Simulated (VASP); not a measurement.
A run of VASP 6.6.1 is set up as follows.

INCAR

```
PREC = Accurate
ENCUT = 520
EDIFF = 1E-6
ISMEAR = 0
SIGMA = 0.15
LREAL = F
LASPH = T
NELM = 80
ALGO = Normal
ISIF = 2
LWAVE = F
LCHARG = F
GGA = PE
NBANDS = 30
```

Contents of KPOINTS:

```
Automatic mesh
0
Gamma
  14 14 14
```

POSCAR

```
Cu3O2
1.0
   -1.9926500000      1.9926500000      3.4749500000
    1.9926500000     -1.9926500000      3.4749500000
    1.9926500000      1.9926500000     -3.4749500000
Cu O
3 2
Direct
    0.2500000000      0.7500000000      0.5000000000
    0.7500000000      0.2500000000      0.5000000000
    0.0000000000      0.0000000000      0.0000000000
    0.0000000000      0.5000000000      0.5000000000
    0.5000000000      0.0000000000      0.5000000000
```

Potentials or basis: VASP PAW PBE potentials, release 64 (Cu, O).

Launch:

```console
$ cat potpaw_PBE.64/Cu/POTCAR potpaw_PBE.64/O/POTCAR > POTCAR
$ mpirun -np 1 vasp_std > vasp.out
```

Task: Estimate the band gap on the k mesh.

Result: Zero (an odd number of electrons rules out a gap without spin polarisation).

Task: What does it give for the pressure?

Result: 21.2 GPa.

Stress tensor (GPa, compression positive):
```
10.21  0.00  0.00
 0.00 10.21  0.00
 0.00  0.00 43.23
```

Caveat: the stress differs along the axes, from 10 to 43 GPa. With open d or f shells a metallic result of PBE can be an artefact of self-interaction; +U or a hybrid may open a gap.
